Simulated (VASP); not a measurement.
# Sr (Fm-3m) in VASP: relaxation of cell and atoms with r2SCAN

Aim: the relaxation of cell and atoms of Sr with r2SCAN.

All numbers are computed with VASP 6.6.1; they aren't measurements. Logs are shortened: lines on timing, memory, paths and dates and some standing lists are left out, and cuts for length are marked.

## (1) The cell of the first run

Symmetry: Fm-3m, No. 225, cubic system. The conventional cell has a = 6.080 Å, b = 6.080 Å, c = 6.080 Å, α = 90.00°, β = 90.00°, γ = 90.00°. Sr (site symmetry m-3m) has 12 Sr at 4.30 Å within 5.6 Å.

## (2) Relaxation of cell and atoms, r2SCAN

File POSCAR:

```
Sr
1.0
    6.0800000000      0.0000000000      0.0000000000
    0.0000000000      6.0800000000      0.0000000000
    0.0000000000      0.0000000000      6.0800000000
Sr
4
Direct
    0.0000000000      0.0000000000      0.0000000000
    0.0000000000      0.5000000000      0.5000000000
    0.5000000000      0.0000000000      0.5000000000
    0.5000000000      0.5000000000      0.0000000000
```

File INCAR.step1:

```
  ALGO = Normal
  EDIFF = 1E-4
  ENCUT = 600
  GGA = PE
  ISMEAR = 0
  LASPH = True
  LCHARG = False
  LREAL = False
  LWAVE = True
  NELM = 60
  PREC = Accurate
  SIGMA = 0.1
```

File INCAR.step2:

```
  ALGO = Normal
  EDIFF = 1E-6
  EDIFFG = -0.02
  ENCUT = 600
  IBRION = 2
  ISIF = 3
  ISMEAR = 0
  ISTART = 1
  LASPH = True
  LCHARG = False
  LMIXTAU = True
  LREAL = False
  LWAVE = False
  METAGGA = R2SCAN
  NELM = 60
  NSW = 80
  PREC = Accurate
  SIGMA = 0.1
```

File KPOINTS:

```
k-points
0
Gamma
  4 4 4
```

Potentials or basis: VASP PAW PBE potentials, release 64 (Sr_sv).

Command:

```sh
cat potpaw_PBE.64/Sr_sv/POTCAR > POTCAR
cp INCAR.step1 INCAR
mpirun -np 1 vasp_std > vasp.out
cp INCAR.step2 INCAR
mpirun -np 1 vasp_std > vasp.out
```

OUTCAR:

```text
EDIFF = 1E-6
   EDIFFG = -0.02
   ENCUT = 600
   IBRION = 2
   ISIF = 3
   ISMEAR = 0
   ISTART = 1
   LASPH = True
   LREAL = False
   METAGGA = R2SCAN
   NELM = 60
   NSW = 80
   PREC = Accurate

 ion  position               nearest neighbor table
   1  0.000  0.000  0.000-   2 4.30   3 4.30   4 4.30   2 4.30   3 4.30   2 4.30   4 4.30   2 4.30
                             3 4.30   4 4.30   3 4.30   4 4.30
   2  0.000  0.500  0.500-   1 4.30   3 4.30   4 4.30   1 4.30   4 4.30   1 4.30   3 4.30   1 4.30
                             3 4.30   4 4.30   4 4.30   3 4.30
   3  0.500  0.000  0.500-   1 4.30   2 4.30   4 4.30   1 4.30   4 4.30   2 4.30   4 4.30   4 4.30
                             1 4.30   2 4.30   1 4.30   2 4.30
   4  0.500  0.500  0.000-   1 4.30   2 4.30   3 4.30   2 4.30   3 4.30   1 4.30   3 4.30   3 4.30
                             1 4.30   2 4.30   2 4.30   1 4.30

  LATTYP: Found a simple cubic cell.
 ALAT       =     6.0800000000

  Lattice vectors:

 A1 = (   6.0800000000,   0.0000000000,   0.0000000000)
 A2 = (   0.0000000000,   6.0800000000,   0.0000000000)
 A3 = (   0.0000000000,   0.0000000000,   6.0800000000)

Analysis of symmetry for initial positions (statically):
=====================================================================
 Subroutine PRICEL returns following result:

  LATTYP: Found a face centered cubic cell.
 ALAT       =     6.0800000000

  Lattice vectors:

 A1 = (   3.0400000000,  -3.0400000000,   0.0000000000)
 A2 = (   3.0400000000,   0.0000000000,   3.0400000000)
 A3 = (   0.0000000000,  -3.0400000000,   3.0400000000)

   4 primitive cells build up your supercell.

 Routine SETGRP: Setting up the symmetry group for a
 simple cubic supercell.

 Subroutine GETGRP returns: Found 48 space group operations
 (whereof 48 operations were pure point group operations)
 out of a pool of 48 trial point group operations.

The static configuration has the point symmetry O_h .

Analysis of symmetry for dynamics (positions and initial velocities):
=====================================================================
 Subroutine PRICEL returns following result:

  LATTYP: Found a face centered cubic cell.
 ALAT       =     6.0800000000

  Lattice vectors:

 A1 = (   3.0400000000,  -3.0400000000,   0.0000000000)
 A2 = (   3.0400000000,   0.0000000000,   3.0400000000)
 A3 = (   0.0000000000,  -3.0400000000,   3.0400000000)

   4 primitive cells build up your supercell.

 Routine SETGRP: Setting up the symmetry group for a
 simple cubic supercell.

 Subroutine GETGRP returns: Found 48 space group operations
 (whereof 48 operations were pure point group operations)
 out of a pool of 48 trial point group operations.

The dynamic configuration has the point symmetry O_h .

 Subroutine INISYM returns: Found 48 space group operations
 (whereof 48 operations are pure point group operations),
 and found     4 'primitive' translations

----------------------------------------------------------------------------------------

                                     Primitive cell

  volume of cell :      56.1889

  direct lattice vectors                    reciprocal lattice vectors
     3.040000000 -3.040000000  0.000000000     0.164473684 -0.164473684 -0.164473684
     3.040000000  0.000000000  3.040000000     0.164473684  0.164473684  0.164473684
     0.000000000 -3.040000000  3.040000000    -0.164473684 -0.164473684  0.164473684

  length of vectors
     4.299209230  4.299209230  4.299209230     0.284876778  0.284876778  0.284876778

  position of ions in fractional coordinates (direct lattice)
     0.000000000  0.000000000  0.000000000

  ion indices of the primitive-cell ions
   primitive index   ion index
                 1           1

----------------------------------------------------------------------------------------

 KPOINTS: k-points

Automatic generation of k-mesh.
 Grid dimensions read from file:
 generate k-points for:    4    4    4

 Generating k-lattice:

  Cartesian coordinates                     Fractional coordinates (reciprocal lattice)
     0.041118421  0.000000000  0.000000000     0.250000000  0.000000000  0.000000000
     0.000000000  0.041118421  0.000000000     0.000000000  0.250000000  0.000000000
     0.000000000  0.000000000  0.041118421     0.000000000  0.000000000  0.250000000

  Length of vectors
     0.041118421  0.041118421  0.041118421

  Shift w.r.t. Gamma in fractional coordinates (k-lattice)
     0.000000000  0.000000000  0.000000000

 Subroutine IBZKPT returns following result:
 ===========================================

 Found     10 irreducible k-points:

 Following reciprocal coordinates:
            Coordinates               Weight
  0.000000  0.000000  0.000000      1.000000
  0.250000  0.000000  0.000000      6.000000
  0.500000  0.000000  0.000000      3.000000
  0.250000  0.250000  0.000000     12.000000
  0.500000  0.250000  0.000000     12.000000
  0.500000  0.500000  0.000000      3.000000
  0.250000  0.250000  0.250000      8.000000
  0.500000  0.250000  0.250000     12.000000
  0.500000  0.500000  0.250000      6.000000
  0.500000  0.500000  0.500000      1.000000
   k-points           NKPTS =     10   k-points in BZ     NKDIM =     10   number of bands    NBANDS=     24
   number of dos      NEDOS =    301   number of ions     NIONS =      4
   total plane-waves  NPLWV = 125000
   dimension x,y,z NGX =    50 NGY =   50 NGZ =   50
   dimension x,y,z NGXF=   100 NGYF=  100 NGZF=  100
   ions per type =               4
   NGX,Y,Z   is equivalent  to a cutoff of  13.67, 13.67, 13.67 a.u.
   NGXF,Y,Z  is equivalent  to a cutoff of  27.34, 27.34, 27.34 a.u.
 SYSTEM =  unknown system
   PREC   = accura    normal or accurate (medium, high low for compatibility)
   ISTART =      1    job   : 0-new  1-cont  2-samecut
   ICHARG =      0    charge: 1-file 2-atom 10-const
   ISPIN  =      1    spin polarized calculation?
   LNONCOLLINEAR =      F non collinear calculations
   LSORBIT =      F    spin-orbit coupling
   LASPH  =      T    aspherical Exc in radial PAW
   ENCUT  =  600.0 eV  44.10 Ry    6.64 a.u.  12.14 12.14 12.14*2*pi/ulx,y,z
   NELM   =     60;   NELMIN=  2; NELMDL=  0     # of ELM steps
   EDIFF  = 0.1E-05   stopping-criterion for ELM
   LREAL  =      F    real-space projection
   EDIFFG = -.2E-01   stopping-criterion for IOM
   NSW    =     80    number of steps for IOM
   IBRION =      2    ionic relax: 0-MD 1-quasi-New 2-CG
   NFREE  =      1    steps in history (QN), initial steepest desc. (CG)
   ISIF   =      3    stress and relaxation
   ISYM   =      2    0-nonsym 1-usesym 2-fastsym
   POTIM  = 0.5000    time-step for ionic-motion
   TEBEG  =    0.0;   TEEND  =   0.0 temperature during run
   PSTRESS=    0.0 pullay stress
   NELECT =      40.0000    total number of electrons
   NUPDOWN=      -1.0000    fix difference up-down
   EMIN   =  10.00;   EMAX   =-10.00  energy-range for DOS
   EFERMI =   0.00;   METHOD = LEGACY
   ISMEAR =     0;   SIGMA  =   0.10  broadening in eV -4-tet -1-fermi 0-gaus
   EFERMI_NEDOS =   21; number of points for ismear=-14 and -15
   IALGO  =     38    algorithm
   IMIX   =      4    mixing-type and parameters
     AMIX     =   0.40;   BMIX     =  1.00
     AMIX_MAG =   1.60;   BMIX_MAG =  1.00
  volume/ion in A,a.u.               =      56.19       379.18
  Fermi-wavevector in a.u.,A,eV,Ry     =   0.920855  1.740164 11.537386  0.847974
  Thomas-Fermi vector in A             =   2.046207
   LORBIT       =      0    0 simple, 1 ext, 2 COOP (PROOUT), +10 PAW based schemes
   METAGGA = R2SCAN    functional components
   LHFCALC =     F    Hartree Fock is set to
   AEXX    =    0.0000 exact exchange contribution
   IVDW    =     0    specifies the selected vdW correction
   LEPSILON=     F    determine dielectric tensor
   LRPA    =     F    only Hartree local field effects (RPA)
 conjugate gradient relaxation of ions
 non-spin polarized calculation
 Gauss-broadening in eV      SIGMA  =   0.10
  energy-cutoff  :      600.00
  volume of cell :      224.76
 maximum number of plane-waves:      7568
 NGX is ok and might be reduce to    50
   NGX = 25   NGY = 25   NGZ = 25

--------------------------------------- Ionic step        1  -------------------------------------------

 number of electron      39.9999999 magnetization

 Free energy of the ion-electron system (eV)
  ---------------------------------------------------
  ext. energy  EPLUGINS =         0.00000000
  ---------------------------------------------------
  free energy    TOTEN  =       -60.43282789 eV

  energy without entropy =      -60.39761118  energy(sigma->0) =      -60.41521953

------------------------ aborting loop because EDIFF is reached ----------------------------------------

  FORCE on cell =-STRESS in cart. coord.  units (eV):
  Direction    XX          YY          ZZ          XY          YZ          ZX
  --------------------------------------------------------------------------------------
  -------------------------------------------------------------------------------------
  Total        0.2815179      0.2815179      0.2815179      0.0000000     -0.0000000      0.0000000
  in kB        2.0068083      2.0068083      2.0068083      0.0000000     -0.0000000      0.0000000
  external PRESSURE =       2.0068083 kB  Pullay stress =       0.0000000 kB
[... 61 lines left out ...]
  energy  without entropy=      -60.3998388246  energy(sigma->0) =      -60.41733328

--------------------------------------- Ionic step        3  -------------------------------------------

 number of electron      40.0000000 magnetization

 Free energy of the ion-electron system (eV)
  ---------------------------------------------------
  ext. energy  EPLUGINS =         0.00000000
  ---------------------------------------------------
  free energy    TOTEN  =       -60.43520343 eV

  energy without entropy =      -60.40054587  energy(sigma->0) =      -60.41787465

 E-fermi :   1.4049     XC(G=0):  -7.6695

 val. band max:        1.3813085359   @ k =   0.5000   0.5000   0.5000
 cond. band min:       1.4118910265   @ k =   0.5000   0.2500   0.2500
 fundamental gap:      0.0305824906
 Fermi energy:         1.4048521267

 k-point     1 :       0.0000    0.0000    0.0000
  band No.  band energies     occupation
      1     -36.6277      2.00000
      2     -36.6109      2.00000
      3     -36.6109      2.00000
      4     -36.6109      2.00000
      5     -18.0590      2.00000
      6     -18.0590      2.00000
[... 290 lines left out ...]
  FREE ENERGIE OF THE ION-ELECTRON SYSTEM (eV)
  ---------------------------------------------------
  free  energy   TOTEN  =       -60.4352034282 eV

  energy  without entropy=      -60.4005458662  energy(sigma->0) =      -60.41787465

 reached required accuracy - stopping structural energy minimisation
```

Wall time 26 min (1 thread of Oxide Virtual Turin-like, shared host); peak memory 0.38 GiB.

Results:

```
Free energy                           : -60.4352 eV
Relaxed volume                        : 57.24 Å³/atom
Relaxed cell                          : a = 6.118 Å, b = 6.118 Å, c = 6.118 Å, α = 90.00°, β = 90.00°, γ = 90.00°
Space group after relaxing (to 0.1 Å) : Fm-3m (No. 225)
Energy gained by relaxing             : 0.6 meV/atom
Ionic steps                           : 3
Pressure after relaxing               : 0.0 GPa
```

Step by step:
| step | energy change (eV) | largest force (eV/Å) | pressure (GPa) | volume (Å³) |
| --- | --- | --- | --- | --- |
| 1 | 0.0000 | 0.0000 | 0.20 | 224.76 |
| 2 | -0.0020 | 0.0000 | 0.08 | 227.05 |
| 3 | -0.0024 | 0.0000 | -0.02 | 228.98 |

Final structure:
```yaml
crystal:
  lattice:
    - [6.11783, 0.00000, 0.00000]
    - [0.00000, 6.11783, 0.00000]
    - [0.00000, 0.00000, 6.11783]
  atoms:
    - { symbol: Sr, position: [0.00000, 0.00000, 0.00000] }
    - { symbol: Sr, position: [0.00000, 0.50000, 0.50000] }
    - { symbol: Sr, position: [0.50000, 0.00000, 0.50000] }
    - { symbol: Sr, position: [0.50000, 0.50000, 0.00000] }
```

Levels at points of the mesh, in eV from the Fermi level:
```csv
k point,band 16,band 17,band 18,band 19,band 20,band 21,band 22,band 23,band 24
"(0.00, 0.00, 0.00)",-19.30,-3.72,-0.50,-0.50,-0.50,0.59,0.59,0.59,1.02
"(0.50, 0.00, 0.00)",-19.33,-2.45,-2.45,0.19,0.19,0.75,0.75,0.75,0.75
"(0.50, 0.50, 0.00)",-19.32,-1.36,-1.36,-1.36,-1.36,1.02,1.02,1.02,1.02
"(0.50, 0.50, 0.50)",-19.32,-0.98,-0.98,-0.98,-0.98,-0.02,-0.02,-0.02,-0.02
```

Caveat: the highest band is partly filled, so the run has too few bands; the PAW data sets were made with another functional, which shifts forces and pressure a little.
